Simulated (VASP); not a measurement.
# Cu (Fm-3m) in VASP: settings compared

Aim: see how the results for Cu move with the level of theory and the settings. Levels: revPBE, PBE. Tasks: single point, relaxation of cell and atoms.

Everything below comes from runs of VASP 6.6.1. Logs are shortened: lines on timing, memory, paths and dates and some standing lists are left out, and cuts for length are marked.

## Step 1: The cell of the first run

The structure is cubic, space group Fm-3m (No. 225). The conventional cell has a = 3.630 Å, b = 3.630 Å, c = 3.630 Å, α = 90.00°, β = 90.00°, γ = 90.00°. Within 3.4 Å of Cu (site symmetry m-3m) lie 12 Cu at 2.57 Å.

## Step 2: Single point, revPBE

File INCAR:

```
PREC = Accurate
ENCUT = 520
EDIFF = 1E-6
ISMEAR = 0
SIGMA = 0.1
LREAL = F
LASPH = T
NELM = 80
ALGO = Normal
ISIF = 2
LWAVE = F
LCHARG = T
GGA = RE
LELF = T
LVHAR = T
NBANDS = 12
```

File KPOINTS:

```
Automatic mesh
0
Gamma
  20 20 20
```

File POSCAR:

```
Cu
1.0
    0.0000000000      1.8148741277      1.8148741277
    1.8148741277      0.0000000000      1.8148741277
    1.8148741277      1.8148741277      0.0000000000
Cu
1
Direct
    0.0000000000      0.0000000000      0.0000000000
```

Potentials or basis: VASP PAW PBE potentials, release 64 (Cu).

Launch:

```sh
> cat potpaw_PBE.64/Cu/POTCAR > POTCAR
> mpirun -np 1 vasp_std > vasp.out
```

OUTCAR:

```text
PREC = Accurate
   ENCUT = 520
   EDIFF = 1E-6
   ISMEAR = 0
   LREAL = F
   LASPH = T
   NELM = 80
   ISIF = 2
   GGA = RE

 ion  position               nearest neighbor table
   1  0.000  0.000  0.000-

  LATTYP: Found a face centered cubic cell.
 ALAT       =     3.6297482554

  Lattice vectors:

 A1 = (   0.0000000000,   1.8148741277,   1.8148741277)
 A2 = (   1.8148741277,   0.0000000000,   1.8148741277)
 A3 = (   1.8148741277,   1.8148741277,   0.0000000000)

Analysis of symmetry for initial positions (statically):
=====================================================================
 Subroutine PRICEL returns:
 Original cell was already a primitive cell.

 Routine SETGRP: Setting up the symmetry group for a
 face centered cubic supercell.

 Subroutine GETGRP returns: Found 48 space group operations
 (whereof 48 operations were pure point group operations)
 out of a pool of 48 trial point group operations.

The static configuration has the point symmetry O_h .

Analysis of symmetry for dynamics (positions and initial velocities):
=====================================================================
 Subroutine PRICEL returns:
 Original cell was already a primitive cell.

 Routine SETGRP: Setting up the symmetry group for a
 face centered cubic supercell.

 Subroutine GETGRP returns: Found 48 space group operations
 (whereof 48 operations were pure point group operations)
 out of a pool of 48 trial point group operations.

The dynamic configuration has the point symmetry O_h .

 Subroutine INISYM returns: Found 48 space group operations
 (whereof 48 operations are pure point group operations),
 and found     1 'primitive' translations

----------------------------------------------------------------------------------------

                                     Primitive cell

  volume of cell :      11.9555

  direct lattice vectors                    reciprocal lattice vectors
     0.000000000  1.814874128  1.814874128    -0.275501200  0.275501200  0.275501200
     1.814874128  0.000000000  1.814874128     0.275501200 -0.275501200  0.275501200
     1.814874128  1.814874128  0.000000000     0.275501200  0.275501200 -0.275501200

  length of vectors
     2.566619605  2.566619605  2.566619605     0.477182076  0.477182076  0.477182076

  position of ions in fractional coordinates (direct lattice)
     0.000000000  0.000000000  0.000000000

  ion indices of the primitive-cell ions
   primitive index   ion index
                 1           1

----------------------------------------------------------------------------------------

 KPOINTS: Automatic mesh

Automatic generation of k-mesh.
 Grid dimensions read from file:
 generate k-points for:   20   20   20

 Generating k-lattice:

  Cartesian coordinates                     Fractional coordinates (reciprocal lattice)
    -0.013775060  0.013775060  0.013775060     0.050000000  0.000000000  0.000000000
     0.013775060 -0.013775060  0.013775060     0.000000000  0.050000000  0.000000000
     0.013775060  0.013775060 -0.013775060     0.000000000  0.000000000  0.050000000

  Length of vectors
     0.023859104  0.023859104  0.023859104

  Shift w.r.t. Gamma in fractional coordinates (k-lattice)
     0.000000000  0.000000000  0.000000000

 Subroutine IBZKPT returns following result:
 ===========================================

 Found    256 irreducible k-points:

 Following reciprocal coordinates:
            Coordinates               Weight
  0.000000  0.000000  0.000000      1.000000
  0.050000  0.000000  0.000000      8.000000
  0.100000  0.000000  0.000000      8.000000
  0.150000  0.000000  0.000000      8.000000
  0.200000  0.000000  0.000000      8.000000
  0.250000  0.000000  0.000000      8.000000
[... 16 lines left out ...]
 -0.400000  0.050000  0.000000     24.000000
 -0.350000  0.050000  0.000000     24.000000
 [... further k-points ...]
   k-points           NKPTS =    256   k-points in BZ     NKDIM =    256   number of bands    NBANDS=     12
   number of dos      NEDOS =    301   number of ions     NIONS =      1
   total plane-waves  NPLWV =   8000
   dimension x,y,z NGX =    20 NGY =   20 NGZ =   20
   dimension x,y,z NGXF=    40 NGYF=   40 NGZF=   40
   ions per type =               1
   NGX,Y,Z   is equivalent  to a cutoff of  12.95, 12.95, 12.95 a.u.
   NGXF,Y,Z  is equivalent  to a cutoff of  25.91, 25.91, 25.91 a.u.
 SYSTEM =  unknown system
   PREC   = accura    normal or accurate (medium, high low for compatibility)
   ISTART =      0    job   : 0-new  1-cont  2-samecut
   ICHARG =      2    charge: 1-file 2-atom 10-const
   ISPIN  =      1    spin polarized calculation?
   LNONCOLLINEAR =      F non collinear calculations
   LSORBIT =      F    spin-orbit coupling
   LASPH  =      T    aspherical Exc in radial PAW
   ENCUT  =  520.0 eV  38.22 Ry    6.18 a.u.   4.77  4.77  4.77*2*pi/ulx,y,z
   NELM   =     80;   NELMIN=  2; NELMDL= -5     # of ELM steps
   EDIFF  = 0.1E-05   stopping-criterion for ELM
   LREAL  =      F    real-space projection
   EDIFFG = 0.1E-04   stopping-criterion for IOM
   NSW    =      0    number of steps for IOM
   IBRION =     -1    ionic relax: 0-MD 1-quasi-New 2-CG
   NFREE  =      0    steps in history (QN), initial steepest desc. (CG)
   ISIF   =      2    stress and relaxation
   ISYM   =      2    0-nonsym 1-usesym 2-fastsym
   POTIM  = 0.5000    time-step for ionic-motion
   TEBEG  =    0.0;   TEEND  =   0.0 temperature during run
   PSTRESS=    0.0 pullay stress
   NELECT =      11.0000    total number of electrons
   NUPDOWN=      -1.0000    fix difference up-down
   EMIN   =  10.00;   EMAX   =-10.00  energy-range for DOS
   EFERMI =   0.00;   METHOD = LEGACY
   ISMEAR =     0;   SIGMA  =   0.10  broadening in eV -4-tet -1-fermi 0-gaus
   EFERMI_NEDOS =   21; number of points for ismear=-14 and -15
   IALGO  =     38    algorithm
   IMIX   =      4    mixing-type and parameters
     AMIX     =   0.40;   BMIX     =  1.00
     AMIX_MAG =   1.60;   BMIX_MAG =  1.00
  volume/ion in A,a.u.               =      11.96        80.68
  Fermi-wavevector in a.u.,A,eV,Ry     =   1.592267  3.008948 34.495042  2.535314
  Thomas-Fermi vector in A             =   2.690679
   LORBIT       =      0    0 simple, 1 ext, 2 COOP (PROOUT), +10 PAW based schemes
   GGA     = RE    functional components
   LHFCALC =     F    Hartree Fock is set to
   AEXX    =    0.0000 exact exchange contribution
   IVDW    =     0    specifies the selected vdW correction
   LEPSILON=     F    determine dielectric tensor
   LRPA    =     F    only Hartree local field effects (RPA)
 non-spin polarized calculation
 Gauss-broadening in eV      SIGMA  =   0.10
  energy-cutoff  :      520.00
  volume of cell :       11.96
 maximum number of plane-waves:       332
   NGX =  9   NGY =  9   NGZ =  9

 number of electron      10.9999997 magnetization

 Free energy of the ion-electron system (eV)
  ---------------------------------------------------
  ext. energy  EPLUGINS =         0.00000000
  ---------------------------------------------------
  free energy    TOTEN  =        -3.34834456 eV

  energy without entropy =       -3.34702095  energy(sigma->0) =       -3.34768276

 E-fermi :   7.5233     XC(G=0): -12.5547

 val. band max:        7.5054966495   @ k =   0.5000   0.2500   0.1000
 cond. band min:       7.5723349876   @ k =   0.5000   0.3500   0.1500
 fundamental gap:      0.0668383382
 Fermi energy:         7.5233077631

 k-point     1 :       0.0000    0.0000    0.0000
  band No.  band energies     occupation
      1      -1.7035      2.00000
      2       4.5635      2.00000
      3       4.5635      2.00000
      4       4.5635      2.00000
      5       5.3677      2.00000
      6       5.3677      2.00000
      7      30.0027      0.00000
      8      32.6225      0.00000
      9      32.6225      0.00000
     10      32.6225      0.00000
     11      35.0804      0.00000
     12      35.0804      0.00000

 k-point     2 :       0.0500    0.0000    0.0000
  band No.  band energies     occupation
      1      -1.6131      2.00000
      2       4.5444      2.00000
      3       4.5806      2.00000
      4       4.5806      2.00000
      5       5.3609      2.00000
      6       5.3609      2.00000
      7      29.5063      0.00000
      8      31.3949      0.00000
      9      32.3153      0.00000
     10      32.3153      0.00000
     11      35.5169      0.00000
     12      35.5169      0.00000

 k-point     3 :       0.1000    0.0000    0.0000
  band No.  band energies     occupation
      1      -1.3443      2.00000
      2       4.4915      2.00000
      3       4.6264      2.00000
      4       4.6264      2.00000
      5       5.3455      2.00000
      6       5.3455      2.00000
      7      27.4873      0.00000
      8      30.7419      0.00000
      9      31.7228      0.00000
     10      31.7229      0.00000
     11      36.4665      0.00000
     12      36.4665      0.00000

 k-point     4 :       0.1500    0.0000    0.0000
  band No.  band energies     occupation
      1      -0.9050      2.00000
      2       4.4178      2.00000
      3       4.6829      2.00000
      4       4.6829      2.00000
      5       5.3385      2.00000
      6       5.3385      2.00000
      7      24.9332      0.00000
      8      30.5033      0.00000
      9      31.1322      0.00000
     10      31.1322      0.00000
     11      36.9224      0.00000
     12      37.3852      0.00000

 k-point     5 :       0.2000    0.0000    0.0000
  band No.  band energies     occupation
      1      -0.3119      2.00000
      2       4.3466      2.00000
      3       4.7202      2.00000
      4       4.7202      2.00000
      5       5.3670      2.00000
      6       5.3670      2.00000
      7      22.3717      0.00000
      8      30.2288      0.00000
      9      30.6222      0.00000
     10      30.6222      0.00000
     11      36.8975      0.00000
     12      37.0126      0.00000

 k-point     6 :       0.2500    0.0000    0.0000
  band No.  band energies     occupation
      1       0.4017      2.00000
      2       4.3159      2.00000
      3       4.7159      2.00000
      4       4.7159      2.00000
      5       5.4492      2.00000
      6       5.4492      2.00000
      7      19.9003      0.00000
      8      29.8695      0.00000
      9      30.2117      0.00000
     10      30.2117      0.00000
     11      35.8470      0.00000
     12      35.8470      0.00000

 k-point     7 :       0.3000    0.0000    0.0000
  band No.  band energies     occupation
      1       1.1661      2.00000
      2       4.3942      2.00000
      3       4.6765      2.00000
      4       4.6765      2.00000
      5       5.5718      2.00000
      6       5.5718      2.00000
      7      17.5593      0.00000
      8      29.4658      0.00000
      9      29.9026      0.00000
     10      29.9026      0.00000
     11      34.7213      0.00000
     12      34.7213      0.00000

 k-point     8 :       0.3500    0.0000    0.0000
  band No.  band energies     occupation
      1       1.8467      2.00000
      2       4.6237      2.00000
      3       4.6237      2.00000
      4       4.7005      2.00000
      5       5.7044      2.00000
      6       5.7044      2.00000
      7      15.3873      0.00000
      8      29.0804      0.00000
      9      29.6895      0.00000
     10      29.6895      0.00000
     11      33.7725      0.00000
     12      33.7726      0.00000
[... 166 lines left out ...]
 k-point    20 :       0.4500    0.0500    0.0000
  band No.  band energies     occupation
      1       2.4988      2.00000
      2       4.5174      2.00000
      3       4.5825      2.00000
      4       5.3808      2.00000
      5       5.9077      2.00000
      6       6.4014      2.00000
      7      12.4085      0.00000
      8      28.0396      0.00000
      9      28.4067      0.00000
     10      29.2070      0.00000
     11      33.4061      0.00000
     12      33.8442      0.00000

 k-point    21 :       0.5000    0.0500    0.0000
  band No.  band energies     occupation
      1       2.5913      2.00000
      2       4.4997      2.00000
      3       4.5604      2.00000
      4       5.5907      2.00000
      5       5.9265      2.00000
      6       6.9250      2.00000
      7      11.3661      0.00000
      8      27.7460      0.00000
      9      28.7263      0.00000
     10      28.9331      0.00000
     11      33.2916      0.00000
     12      33.5084      0.00000

 k-point    22 :      -0.4500    0.0500    0.0000
  band No.  band energies     occupation
      1       2.5745      2.00000
      2       4.5075      2.00000
      3       4.5608      2.00000
      4       5.5739      2.00000
      5       5.8906      2.00000
      6       6.7992      2.00000
      7      11.6006      0.00000
      8      27.4615      0.00000
      9      28.9531      0.00000
     10      29.2151      0.00000
     11      32.9185      0.00000
     12      33.7529      0.00000

 k-point    23 :      -0.4000    0.0500    0.0000
  band No.  band energies     occupation
      1       2.4346      2.00000
      2       4.5391      2.00000
      3       4.5844      2.00000
      4       5.2789      2.00000
      5       5.8035      2.00000
      6       6.2696      2.00000
      7      12.9301      0.00000
      8      27.2686      0.00000
      9      29.1894      0.00000
     10      29.8492      0.00000
     11      32.7451      0.00000
     12      34.1189      0.00000

 k-point    24 :      -0.3500    0.0500    0.0000
  band No.  band energies     occupation
      1       2.0855      2.00000
      2       4.5886      2.00000
      3       4.6277      2.00000
      4       4.7614      2.00000
      5       5.6774      2.00000
      6       5.9558      2.00000
      7      14.7689      0.00000
      8      27.2060      0.00000
      9      29.5873      0.00000
     10      30.5601      0.00000
     11      32.8290      0.00000
     12      34.5599      0.00000

 [... further k-points ...]
[... 5 lines left out ...]
  --------------------------------------------------------------------------------------
  -------------------------------------------------------------------------------------
  Total        0.3041221      0.3041221      0.3041221      0.0000000      0.0000000      0.0000000
  in kB       40.7557593     40.7557593     40.7557593      0.0000000      0.0000000      0.0000000
  external PRESSURE =      40.7557593 kB  Pullay stress =       0.0000000 kB

 VOLUME and BASIS-vectors are now :
 -----------------------------------------------------------------------------
  energy-cutoff  :      520.00
  volume of cell :       11.96
      direct lattice vectors                 reciprocal lattice vectors
     0.000000000  1.814874128  1.814874128    -0.275501200  0.275501200  0.275501200
     1.814874128  0.000000000  1.814874128     0.275501200 -0.275501200  0.275501200
     1.814874128  1.814874128  0.000000000     0.275501200  0.275501200 -0.275501200

 POSITION                                       TOTAL-FORCE (eV/Angst)
 -----------------------------------------------------------------------------------
      0.00000      0.00000      0.00000         0.000000     -0.000000      0.000000
 -----------------------------------------------------------------------------------
    total drift:                                0.000000      0.000000      0.000000

  FREE ENERGIE OF THE ION-ELECTRON SYSTEM (eV)
  ---------------------------------------------------
  free  energy   TOTEN  =        -3.3483445645 eV

  energy  without entropy=       -3.3470209472  energy(sigma->0) =       -3.34768276
```

Wall time 25 s (1 thread of Intel Xeon Platinum 8259CL at 2.50GHz (Skylake/Cascade Lake), shared host); peak memory 0.15 GiB.

Results:

| Quantity | Value |
| --- | --- |
| Free energy | -3.3483 eV |
| Pressure | 4.1 GPa |

Levels at points of the mesh, in eV from the Fermi level:
| k point | band 3 | band 4 | band 5 | band 6 | band 7 | band 8 | band 9 | band 10 |
| --- | --- | --- | --- | --- | --- | --- | --- | --- |
| (0.00, 0.00, 0.00) | -2.96 | -2.96 | -2.16 | -2.16 | 22.48 | 25.10 | 25.10 | 25.10 |
| (0.50, 0.00, 0.00) | -2.99 | -1.60 | -1.60 | -0.95 | 3.74 | 20.97 | 21.96 | 21.96 |
| (0.50, 0.50, 0.00) | -1.62 | -1.46 | -1.46 | 1.54 | 7.06 | 13.04 | 13.04 | 17.45 |

Caveat: the PAW data sets were made with another functional, which shifts forces and pressure a little.

## Step 3: Relaxation of cell and atoms, PBE

This run uses another cell than the first one, of 11.81 Å³/atom, 0.988 times its volume.

File INCAR:

```
SYSTEM = Cu
ALGO     = Normal         ! electronic algorithm
EDIFF    = 1E-6           ! SCF threshold, eV
EDIFFG   = -0.005         ! ionic threshold
ENCUT    = 600            ! plane-wave cutoff, eV
GGA      = PE             ! functional
IBRION   = 2              ! ionic algorithm
ISIF     = 3              ! what is computed and relaxed
ISMEAR   = 0              ! smearing method
LASPH    = .True.         ! aspherical terms in the spheres
LCHARG   = .False.        ! write CHGCAR
LREAL    = .False.        ! projectors in reciprocal space
LWAVE    = .False.        ! write WAVECAR
NELM     = 60             ! most SCF steps
NSW      = 100            ! ionic steps
PREC     = Accurate       ! precision mode
SIGMA    = 0.1            ! smearing width, eV
```

File KPOINTS:

```
k-points
0
Gamma
  20 20 20
  0 0 0
```

File POSCAR:

```
Cu
1.0
    0.0000000000      1.8075000000      1.8075000000
    1.8075000000      0.0000000000      1.8075000000
    1.8075000000      1.8075000000      0.0000000000
Cu
1
Direct
    0.0000000000      0.0000000000      0.0000000000
```

Potentials or basis: VASP PAW PBE potentials, release 64 (Cu).

Launch:

```sh
> cat potpaw_PBE.64/Cu/POTCAR > POTCAR
> mpirun -np 1 vasp_std > vasp.out
```

It took 43 s on 1 thread of Intel Xeon Platinum 8259CL at 2.50GHz (Skylake/Cascade Lake), shared host; peak memory 0.15 GiB.

The run converged. Its results:

| Item | Value |
| --- | --- |
| Free energy | -3.7295 eV |
| Relaxed volume | 12.01 Å³/atom |
| Relaxed cell | a = 2.570 Å, b = 2.570 Å, c = 2.570 Å, α = 60.00°, β = 60.00°, γ = 60.00° |
| Space group after relaxing (to 0.05 Å) | Fm-3m (No. 225) |
| Energy gained by relaxing | 1.4 meV/atom |
| Ionic steps | 3 |
| Pressure after relaxing | 0.0 GPa |

The path:
| step | energy change (eV) | largest force (eV/Å) | pressure (GPa) | volume (Å³) |
| --- | --- | --- | --- | --- |
| 1 | 0.0000 | 0.0000 | 2.37 | 11.81 |
| 2 | -0.0010 | 0.0000 | -1.24 | 12.11 |
| 3 | -0.0014 | 0.0000 | -0.04 | 12.01 |

Final structure:
```yaml
crystal:
  lattice:
    - [0.00000, 1.81744, 1.81744]
    - [1.81744, 0.00000, 1.81744]
    - [1.81744, 1.81744, 0.00000]
  atoms:
    - { symbol: Cu, position: [0.00000, 0.00000, 0.00000] }
```

Levels at points of the mesh, in eV from the Fermi level:
| k point | band 4 | band 5 | band 6 | band 7 | band 8 | band 9 |
| --- | --- | --- | --- | --- | --- | --- |
| (0.00, 0.00, 0.00) | -2.95 | -2.15 | -2.15 | 22.49 | 25.01 | 25.01 |
| (0.50, 0.00, 0.00) | -1.59 | -1.59 | -0.93 | 3.70 | 20.99 | 21.84 |
| (0.50, 0.50, 0.00) | -1.45 | -1.45 | 1.54 | 7.03 | 12.98 | 12.98 |

PBE usually gives volumes a little too large and moduli too small. Zero-point motion and thermal expansion aren't in these numbers.

[end of part 1 of 2]
